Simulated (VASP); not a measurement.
# Hf (P6_3/mmc) in VASP: further runs

Hf is run at these levels: PBE; tasks: single point.

Everything below comes from runs of VASP 6.6.1. Logs are shortened: lines on timing, memory, paths and dates and some standing lists are left out, and cuts for length are marked.

## Step 1: The cell of the first run

The structure is hexagonal, space group P6_3/mmc (No. 194). The conventional cell has a = 3.197 Å, b = 3.197 Å, c = 5.058 Å, α = 90.00°, β = 90.00°, γ = 120.00°. Hf (site symmetry -6m2) has 12 Hf at 3.13 to 3.20 Å within 4.1 Å.

## Step 2: Single point, PBE

INCAR

```
PREC     = Accurate       # precision mode
ENCUT    = 520            # plane-wave cutoff, eV
EDIFF    = 1E-6           # SCF threshold, eV
ISMEAR   = 0              # smearing method
SIGMA    = 0.014          # smearing width, eV
LREAL    = False          # projectors in reciprocal space
LASPH    = True           # aspherical terms in the spheres
NELM     = 100            # most SCF steps
ALGO     = Fast           # electronic algorithm
ISIF     = 2              # what is computed and relaxed
LWAVE    = False          # write WAVECAR
LCHARG   = False          # write CHGCAR
GGA      = PE             # functional
NBANDS   = 17             # bands
```

KPOINTS

```
regular mesh
0
Gamma
  10 10 5
```

POSCAR

```
Hf
1.0
    3.1967000000      0.0000000000      0.0000000000
   -1.5983500000      2.7684234083      0.0000000000
    0.0000000000      0.0000000000      5.0578000000
Hf
2
Direct
    0.6666666667      0.3333333333      0.7500000000
    0.3333333333      0.6666666667      0.2500000000
```

Potentials or basis: VASP PAW PBE potentials, release 64 (Hf_pv).

Launch:

```sh
$ cat potpaw_PBE.64/Hf_pv/POTCAR > POTCAR
$ mpirun -np 1 vasp_std > vasp.out
```

OUTCAR:

```text
PREC = Accurate
   ENCUT = 520
   EDIFF = 1E-6
   ISMEAR = 0
   LREAL = False
   LASPH = True
   NELM = 100
   ISIF = 2
   GGA = PE

 ion  position               nearest neighbor table
   1  0.667  0.333  0.750-   2 3.13   2 3.13   2 3.13   2 3.13   2 3.13   2 3.13
   2  0.333  0.667  0.250-   1 3.13   1 3.13   1 3.13   1 3.13   1 3.13   1 3.13

  LATTYP: Found a hexagonal cell.
 ALAT       =     3.1967000000
 C/A-ratio  =     1.5821941377

  Lattice vectors:

 A1 = (   3.1967000000,   0.0000000000,   0.0000000000)
 A2 = (  -1.5983500000,   2.7684234083,   0.0000000000)
 A3 = (   0.0000000000,   0.0000000000,   5.0578000000)

Analysis of symmetry for initial positions (statically):
=====================================================================
 Subroutine PRICEL returns:
 Original cell was already a primitive cell.

 Routine SETGRP: Setting up the symmetry group for a
 hexagonal supercell.

 Subroutine GETGRP returns: Found 24 space group operations
 (whereof 12 operations were pure point group operations)
 out of a pool of 24 trial point group operations.

The static configuration has the point symmetry D_3d.
 The point group associated with its full space group is D_6h.

Analysis of symmetry for dynamics (positions and initial velocities):
=====================================================================
 Subroutine PRICEL returns:
 Original cell was already a primitive cell.

 Routine SETGRP: Setting up the symmetry group for a
 hexagonal supercell.

 Subroutine GETGRP returns: Found 24 space group operations
 (whereof 12 operations were pure point group operations)
 out of a pool of 24 trial point group operations.

The dynamic configuration has the point symmetry D_3d.
 The point group associated with its full space group is D_6h.

 Subroutine INISYM returns: Found 24 space group operations
 (whereof 12 operations are pure point group operations),
 and found     1 'primitive' translations

----------------------------------------------------------------------------------------

                                     Primitive cell

  volume of cell :      44.7606

  direct lattice vectors                    reciprocal lattice vectors
     3.196700000  0.000000000  0.000000000     0.312822598  0.180608211  0.000000000
    -1.598350000  2.768423408  0.000000000     0.000000000  0.361216423  0.000000000
     0.000000000  0.000000000  5.057800000     0.000000000  0.000000000  0.197714421

  length of vectors
     3.196700000  3.196700000  5.057800000     0.361216423  0.361216423  0.197714421

  position of ions in fractional coordinates (direct lattice)
     0.666666667  0.333333333  0.750000000
     0.333333333  0.666666667  0.250000000

  ion indices of the primitive-cell ions
   primitive index   ion index
                 1           1
                 2           2

----------------------------------------------------------------------------------------

 KPOINTS: regular mesh

Automatic generation of k-mesh.
 Grid dimensions read from file:
 generate k-points for:   10   10    5

 Generating k-lattice:

  Cartesian coordinates                     Fractional coordinates (reciprocal lattice)
     0.031282260  0.018060821  0.000000000     0.100000000 -0.000000000  0.000000000
     0.000000000  0.036121642  0.000000000     0.000000000  0.100000000  0.000000000
     0.000000000  0.000000000  0.039542884     0.000000000  0.000000000  0.200000000

  Length of vectors
     0.036121642  0.036121642  0.039542884

  Shift w.r.t. Gamma in fractional coordinates (k-lattice)
     0.000000000  0.000000000  0.000000000

 Subroutine IBZKPT returns following result:
 ===========================================

 Found     42 irreducible k-points:

 Following reciprocal coordinates:
            Coordinates               Weight
  0.000000  0.000000  0.000000      1.000000
  0.100000  0.000000  0.000000      6.000000
  0.200000  0.000000  0.000000      6.000000
  0.300000  0.000000  0.000000      6.000000
  0.400000  0.000000  0.000000      6.000000
  0.500000  0.000000  0.000000      3.000000
[... 16 lines left out ...]
  0.300000  0.100000  0.200000     24.000000
  0.400000  0.100000  0.200000     24.000000
 [... further k-points ...]
   k-points           NKPTS =     42   k-points in BZ     NKDIM =     42   number of bands    NBANDS=     17
   number of dos      NEDOS =    301   number of ions     NIONS =      2
   total plane-waves  NPLWV =  23040
   dimension x,y,z NGX =    24 NGY =   24 NGZ =   40
   dimension x,y,z NGXF=    48 NGYF=   48 NGZF=   80
   ions per type =               2
   NGX,Y,Z   is equivalent  to a cutoff of  12.48, 12.48, 13.15 a.u.
   NGXF,Y,Z  is equivalent  to a cutoff of  24.96, 24.96, 26.30 a.u.
 SYSTEM =  unknown system
   PREC   = accura    normal or accurate (medium, high low for compatibility)
   ISTART =      0    job   : 0-new  1-cont  2-samecut
   ICHARG =      2    charge: 1-file 2-atom 10-const
   ISPIN  =      1    spin polarized calculation?
   LNONCOLLINEAR =      F non collinear calculations
   LSORBIT =      F    spin-orbit coupling
   LASPH  =      T    aspherical Exc in radial PAW
   ENCUT  =  520.0 eV  38.22 Ry    6.18 a.u.   5.94  5.94  9.40*2*pi/ulx,y,z
   NELM   =    100;   NELMIN=  2; NELMDL= -5     # of ELM steps
   EDIFF  = 0.1E-05   stopping-criterion for ELM
   LREAL  =      F    real-space projection
   EDIFFG = 0.1E-04   stopping-criterion for IOM
   NSW    =      0    number of steps for IOM
   IBRION =     -1    ionic relax: 0-MD 1-quasi-New 2-CG
   NFREE  =      0    steps in history (QN), initial steepest desc. (CG)
   ISIF   =      2    stress and relaxation
   ISYM   =      2    0-nonsym 1-usesym 2-fastsym
   POTIM  = 0.5000    time-step for ionic-motion
   TEBEG  =    0.0;   TEEND  =   0.0 temperature during run
   PSTRESS=    0.0 pullay stress
   NELECT =      20.0000    total number of electrons
   NUPDOWN=      -1.0000    fix difference up-down
   EMIN   =  10.00;   EMAX   =-10.00  energy-range for DOS
   EFERMI =   0.00;   METHOD = LEGACY
   ISMEAR =     0;   SIGMA  =   0.01  broadening in eV -4-tet -1-fermi 0-gaus
   EFERMI_NEDOS =   21; number of points for ismear=-14 and -15
   IALGO  =     68    algorithm
   IMIX   =      4    mixing-type and parameters
     AMIX     =   0.40;   BMIX     =  1.00
     AMIX_MAG =   1.60;   BMIX_MAG =  1.00
  volume/ion in A,a.u.               =      22.38       151.03
  Fermi-wavevector in a.u.,A,eV,Ry     =   1.251563  2.365112 21.312311  1.566411
  Thomas-Fermi vector in A             =   2.385505
   LORBIT       =      0    0 simple, 1 ext, 2 COOP (PROOUT), +10 PAW based schemes
   GGA     = PE    functional components
   LHFCALC =     F    Hartree Fock is set to
   AEXX    =    0.0000 exact exchange contribution
   IVDW    =     0    specifies the selected vdW correction
   LEPSILON=     F    determine dielectric tensor
   LRPA    =     F    only Hartree local field effects (RPA)
 non-spin polarized calculation
 RMM-DIIS sequential band-by-band and
 Gauss-broadening in eV      SIGMA  =   0.01
  energy-cutoff  :      520.00
  volume of cell :       44.76
 maximum number of plane-waves:      1220
 NGX is ok and might be reduce to    24
   NGX = 11   NGY = 11   NGZ = 19

 number of electron      20.0000004 magnetization

 Free energy of the ion-electron system (eV)
  ---------------------------------------------------
  ext. energy  EPLUGINS =         0.00000000
  ---------------------------------------------------
  free energy    TOTEN  =       -19.84950305 eV

  energy without entropy =      -19.84922415  energy(sigma->0) =      -19.84936360

 E-fermi :   4.8968     XC(G=0): -11.2813

 val. band max:        4.8944566396   @ k =   0.1000   0.1000   0.4000
 cond. band min:       4.9100158708   @ k =   0.1000   0.1000   0.2000
 fundamental gap:      0.0155592312
 Fermi energy:         4.8967698429

 k-point     1 :       0.0000    0.0000    0.0000
  band No.  band energies     occupation
      1     -26.1608      2.00000
      2     -25.4173      2.00000
      3     -25.4173      2.00000
      4     -25.2953      2.00000
      5     -25.2897      2.00000
      6     -25.2897      2.00000
[... 9 lines left out ...]
     16       7.5533      0.00000
     17      10.2473      0.00000

 k-point     2 :       0.1000    0.0000    0.0000
  band No.  band energies     occupation
      1     -26.1351      2.00000
      2     -25.4716      2.00000
      3     -25.4355      2.00000
      4     -25.3469      2.00000
      5     -25.3072      2.00000
      6     -25.2971      2.00000
[... 9 lines left out ...]
     16       7.2790      0.00000
     17      10.4785      0.00000

 k-point     3 :       0.2000    0.0000    0.0000
  band No.  band energies     occupation
      1     -26.0630      2.00000
      2     -25.6140      2.00000
      3     -25.4914      2.00000
      4     -25.4811      2.00000
      5     -25.3430      2.00000
      6     -25.3180      2.00000
[... 9 lines left out ...]
     16       7.9624      0.00000
     17      10.8670      0.00000

 k-point     4 :       0.3000    0.0000    0.0000
  band No.  band energies     occupation
      1     -25.9595      2.00000
      2     -25.7900      2.00000
      3     -25.6604      2.00000
      4     -25.5347      2.00000
      5     -25.4016      2.00000
      6     -25.3460      2.00000
[... 9 lines left out ...]
     16       9.1285      0.00000
     17      11.1732      0.00000
[... 343 lines left out ...]
      1     -25.9796      2.00000
      2     -25.6894      2.00000
      3     -25.6362      2.00000
      4     -25.5085      2.00000
      5     -25.3851      2.00000
      6     -25.3664      2.00000
[... 9 lines left out ...]
     16       8.9272      0.00000
     17      10.7280      0.00000

 k-point    23 :       0.3000    0.1000    0.2000
  band No.  band energies     occupation
      1     -25.9693      2.00000
      2     -25.8231      2.00000
      3     -25.7063      2.00000
      4     -25.5653      2.00000
      5     -25.4400      2.00000
      6     -25.3981      2.00000
[... 9 lines left out ...]
     16       9.8277      0.00000
     17      11.0346      0.00000

 k-point    24 :       0.4000    0.1000    0.2000
  band No.  band energies     occupation
      1     -26.0150      2.00000
      2     -25.8881      2.00000
      3     -25.7050      2.00000
      4     -25.5860      2.00000
      5     -25.4917      2.00000
      6     -25.4204      2.00000
[... 9 lines left out ...]
     16      10.8516      0.00000
     17      11.6800      0.00000

 [... further k-points ...]

------------------------ aborting loop because EDIFF is reached ----------------------------------------

  FORCE on cell =-STRESS in cart. coord.  units (eV):
  Direction    XX          YY          ZZ          XY          YZ          ZX
  --------------------------------------------------------------------------------------
  -------------------------------------------------------------------------------------
  Total        0.1202823      0.1202823      0.0392994      0.0000000      0.0000000      0.0000000
  in kB        4.3054290      4.3054290      1.4066975      0.0000000      0.0000000      0.0000000
  external PRESSURE =       3.3391852 kB  Pullay stress =       0.0000000 kB

 VOLUME and BASIS-vectors are now :
 -----------------------------------------------------------------------------
  energy-cutoff  :      520.00
  volume of cell :       44.76
      direct lattice vectors                 reciprocal lattice vectors
     3.196700000  0.000000000  0.000000000     0.312822598  0.180608211  0.000000000
    -1.598350000  2.768423408  0.000000000     0.000000000  0.361216423  0.000000000
     0.000000000  0.000000000  5.057800000     0.000000000  0.000000000  0.197714421

 POSITION                                       TOTAL-FORCE (eV/Angst)
 -----------------------------------------------------------------------------------
      1.59835      0.92281      3.79335        -0.000000      0.000000      0.000000
     -0.00000      1.84562      1.26445         0.000000      0.000000      0.000000
 -----------------------------------------------------------------------------------
    total drift:                               -0.000000      0.000000     -0.000000

  FREE ENERGIE OF THE ION-ELECTRON SYSTEM (eV)
  ---------------------------------------------------
  free  energy   TOTEN  =       -19.8495030548 eV

  energy  without entropy=      -19.8492241486  energy(sigma->0) =      -19.84936360
```

It took 26 s on 1 thread of Intel Xeon Platinum 8259CL at 2.50GHz (Skylake/Cascade Lake), shared host; peak memory 0.16 GiB.

What came out:

```yaml
Free_energy: -19.8495 eV
Pressure: 0.3 GPa
Band_gap_on_the_k_mesh: zero (band 10 reaches 6.10 eV, above the bottom of band 11 at 4.59 eV)
```

Stress tensor (GPa, compression positive):
```
0.43 0.00 0.00
0.00 0.43 0.00
0.00 0.00 0.14
```

Levels at points of the mesh, in eV from the Fermi level:
```tsv
k point	band 6	band 7	band 8	band 9	band 10	band 11	band 12	band 13	band 14	band 15
(0.00, 0.00, 0.00)	-30.19	-7.36	-3.69	0.66	1.20	1.20	1.48	2.02	2.02	2.66
(0.50, 0.00, 0.00)	-30.28	-3.33	-2.73	-2.21	-0.78	0.81	0.89	1.70	5.91	6.42
```

Caveat: spin-orbit coupling is left out, which moves the levels of the heavy elements.

## Step 3: Single point, PBE

INCAR

```
ALGO = Fast ; EDIFF = 1E-7
ENCUT = 520 ; GGA = PE
ISIF = 2 ; ISMEAR = 0
LASPH = T ; LCHARG = F
LREAL = F ; LWAVE = F
NBANDS = 17 ; NELM = 60
PREC = Accurate ; SIGMA = 0.015
```

KPOINTS

```
k-points
0
Gamma
  10 10 5
```

POSCAR is that of step 2.

Potentials or basis: VASP PAW PBE potentials, release 64 (Hf_pv).

Launch:

```sh
$ cat potpaw_PBE.64/Hf_pv/POTCAR > POTCAR
$ mpirun -np 1 vasp_std > vasp.out
```

OUTCAR:

```text
EDIFF = 1E-7
   ENCUT = 520
   GGA = PE
   ISIF = 2
   ISMEAR = 0
   LASPH = T
   LREAL = F
   NELM = 60
   PREC = Accurate

 ion  position               nearest neighbor table
   1  0.667  0.333  0.750-   2 3.13   2 3.13   2 3.13   2 3.13   2 3.13   2 3.13
   2  0.333  0.667  0.250-   1 3.13   1 3.13   1 3.13   1 3.13   1 3.13   1 3.13

  LATTYP: Found a hexagonal cell.
 ALAT       =     3.1967000000
 C/A-ratio  =     1.5821941377

  Lattice vectors:

[... 194 lines left out ...]
      4     -25.2930      2.00000
      5     -25.2874      2.00000
      6     -25.2874      2.00000
[... 457 lines left out ...]
      4     -25.5837      2.00000
      5     -25.4894      2.00000
      6     -25.4181      2.00000
[... 9 lines left out ...]
     16      10.8525      0.00000
     17      11.6722      0.00000

 [... further k-points ...]
[... 5 lines left out ...]
  --------------------------------------------------------------------------------------
  -------------------------------------------------------------------------------------
  Total        0.0831653      0.0831653      0.0005487      0.0000000      0.0000000      0.0000000
  in kB        2.9768477      2.9768477      0.0196387      0.0000000      0.0000000      0.0000000
  external PRESSURE =       1.9911114 kB  Pullay stress =       0.0000000 kB

 VOLUME and BASIS-vectors are now :
 -----------------------------------------------------------------------------
  energy-cutoff  :      520.00
  volume of cell :       44.76
      direct lattice vectors                 reciprocal lattice vectors
     3.196700000  0.000000000  0.000000000     0.312822598  0.180608211  0.000000000
    -1.598350000  2.768423408  0.000000000     0.000000000  0.361216423  0.000000000
     0.000000000  0.000000000  5.057800000     0.000000000  0.000000000  0.197714421

 POSITION                                       TOTAL-FORCE (eV/Angst)
 -----------------------------------------------------------------------------------
      1.59835      0.92281      3.79335        -0.000000      0.000000      0.000000
     -0.00000      1.84562      1.26445         0.000000      0.000000      0.000000
 -----------------------------------------------------------------------------------
    total drift:                               -0.000000      0.000000     -0.000000

  FREE ENERGIE OF THE ION-ELECTRON SYSTEM (eV)
  ---------------------------------------------------
  free  energy   TOTEN  =       -19.8495233072 eV

  energy  without entropy=      -19.8492094621  energy(sigma->0) =      -19.84936638
```

OSZICAR:

```text
N       E                     dE             d eps       ncg     rms          rms(c)
DAV:   1     0.498018985187E+02    0.49802E+02   -0.11473E+04  1436   0.113E+03
DAV:   2    -0.186227789944E+02   -0.68425E+02   -0.66737E+02  1827   0.248E+02
DAV:   3    -0.205457016956E+02   -0.19229E+01   -0.19028E+01  1850   0.271E+01
DAV:   4    -0.205615490578E+02   -0.15847E-01   -0.15836E-01  1854   0.295E+00
DAV:   5    -0.205617011215E+02   -0.15206E-03   -0.15204E-03  1818   0.257E-01    0.647E+01
RMM:   6    -0.200367252930E+02    0.52498E+00   -0.43544E-01  1438   0.400E+00    0.386E+01
RMM:   7    -0.198558118976E+02    0.18091E+00   -0.10133E+00  1613   0.608E+00    0.208E+00
RMM:   8    -0.198482048515E+02    0.76070E-02   -0.87175E-02  1582   0.209E+00    0.592E-01
RMM:   9    -0.198494380332E+02   -0.12332E-02   -0.14156E-02  1981   0.766E-01    0.433E-01
RMM:  10    -0.198498350353E+02   -0.39700E-03   -0.23994E-03  1955   0.309E-01    0.980E-01
RMM:  11    -0.198496757967E+02    0.15924E-03   -0.25122E-04  1850   0.113E-01    0.623E-01
RMM:  12    -0.198495255477E+02    0.15025E-03   -0.26915E-04  1627   0.986E-02    0.118E-01
RMM:  13    -0.198495237456E+02    0.18021E-05   -0.35368E-05  1836   0.420E-02    0.824E-02
RMM:  14    -0.198495234831E+02    0.26255E-06   -0.60760E-06  1892   0.172E-02    0.474E-02
RMM:  15    -0.198495231828E+02    0.30031E-06   -0.79134E-06  1641   0.188E-02    0.522E-03
RMM:  16    -0.198495232458E+02   -0.63086E-07   -0.12385E-06  1917   0.840E-03    0.283E-03
RMM:  17    -0.198495233072E+02   -0.61366E-07   -0.14492E-07  1188   0.286E-03
   1 F= -.19849523E+02 E0= -.19849366E+02  d E =-.313845E-03
```

stdout:

```text
POSCAR found type information on POSCAR Hf
 POSCAR found :  1 types and       2 ions
 scaLAPACK will be used
 LDA part: xc-table for (Slater+PW92), standard interpolation
 POSCAR, INCAR and KPOINTS ok, starting setup
 FFT: planning ... GRIDC
 FFT: planning ... GRID_SOFT
 FFT: planning ... GRID
 WAVECAR not read
 entering main loop
```

Wall time 29 s (1 thread of Intel Xeon Platinum 8259CL at 2.50GHz (Skylake/Cascade Lake), shared host); peak memory 0.17 GiB.

Results:

```
Free energy            : -19.8495 eV
Pressure               : 0.2 GPa
Band gap on the k mesh : zero (band 10 reaches 6.10 eV, above the bottom of band 11 at 4.60 eV)
```

Caveat: spin-orbit coupling is left out, which moves the levels of the heavy elements.

(Continued in part 2 of 2.)
